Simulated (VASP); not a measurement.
# Ti: electric field gradients with LDA

Ti:

```
Ti
1.0
     0.00000    2.03000    2.05030
     2.03000    0.00000    2.05030
     2.03000    2.03000    0.00000
Ti
1
Direct
  0.00000 0.00000 0.00000
```

This cell differs from its parent crystal: zz strain of +1 %.

| Property | Result |
| --- | --- |
| Program | VASP 6.6.1 |
| Task | electric field gradients |
| Functional | LDA |
| Potentials or basis | VASP PAW LDA potentials, release 64 (Ti_sv) |
| Cutoff | 520 eV |
| k mesh | 15 × 15 × 15 |
| Occupations | fermi-dirac, width 0.05 eV |
| Spin | no spin polarisation |
| Dipole correction | no |
| Further INCAR settings | ALGO = Normal; EDIFF = 1e-08; NBANDS = 12 |

* Pressure: -6.0 GPa
* Band gap on the k mesh: zero (band 6 reaches 9.08 eV, above the bottom of band 7 at 7.97 eV)

Stress tensor (GPa, compression positive):
```
-5.86  0.00  0.00
 0.00 -5.86  0.00
 0.00  0.00 -6.20
```

Levels at points of the mesh, in eV from the Fermi level:
```tsv
k point	band 2	band 3	band 4	band 5	band 6	band 7	band 8	band 9	band 10	band 11
(0.00, 0.00, 0.00)	-32.18	-32.18	-32.18	-6.08	0.80	0.88	0.88	2.47	2.57	15.50
```

Electric field gradients, principal values (V/Å²):
```csv
atom,least,middle,greatest (by size)
1 Ti,0.425,0.426,-0.850
```

It took 2.9 min on 1 thread of AMD EPYC 7R13 (shared host), peak memory 0.14 GiB.

Caveat: the cell differs from its parent crystal (zz strain of +1 %); without QUAD_EFG the Cq values of the log hold for a quadrupole moment of 1 mb, not for the nuclei.
